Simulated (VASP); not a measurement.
SnO: density of states with PBEsol

Crystal: SnO.

```
Sn O
1.0
     3.81370    0.00000    0.00000
     0.00000    3.81370    0.00000
     0.00000    0.00000    4.88691
Sn O
2 2
Direct
  0.50000 0.00000 0.76463
  0.00000 0.50000 0.23537
  0.00000 0.00000 0.00000
  0.50000 0.50000 0.00000
```

```json
{
 "Program": "VASP 6.6.1",
 "Task": "density of states",
 "Functional": "PBEsol",
 "Potentials or basis": "VASP PAW PBE potentials, release 64 (Sn_d, O)",
 "Cutoff": "520 eV",
 "k mesh": "4 × 4 × 3",
 "Occupations": "fermi-dirac, width 0.05 eV",
 "Spin": "no spin polarisation",
 "Dipole correction": "no",
 "k mesh for the DOS": "6 × 6 × 5",
 "Occupations for the DOS": "tetrahedron",
 "Further INCAR settings": "ALGO = Normal; EDIFF = 1e-06; NBANDS = 28"
}
```

| Property | Result |
| --- | --- |
| Valence electrons inside the program's atomic spheres | Sn 12.13; O 4.99 |

Levels at points of the mesh, in eV from the valence-band top:
```
           k point  band 17  band 18  band 19  band 20  band 21  band 22  band 23  band 24
(0.00, 0.00, 0.00)    -3.45    -3.15    -3.15     0.00     2.00     4.18     4.76     4.76
(0.50, 0.00, 0.00)    -4.84    -4.84    -2.64    -2.64     3.12     3.12     5.86     5.86
(0.50, 0.50, 0.00)    -2.49    -2.49    -1.83    -1.83     0.14     0.14     4.39     4.39
```

Run time: 33 s on 1 thread of Intel(R) Xeon(R) Platinum 8488C (Sapphire Rapids), on a shared host, peak memory 0.18 GiB.

Caveat: the k points lie up to 0.43 Å⁻¹ apart; spin-orbit coupling is left out, which moves the levels of the heavy elements.
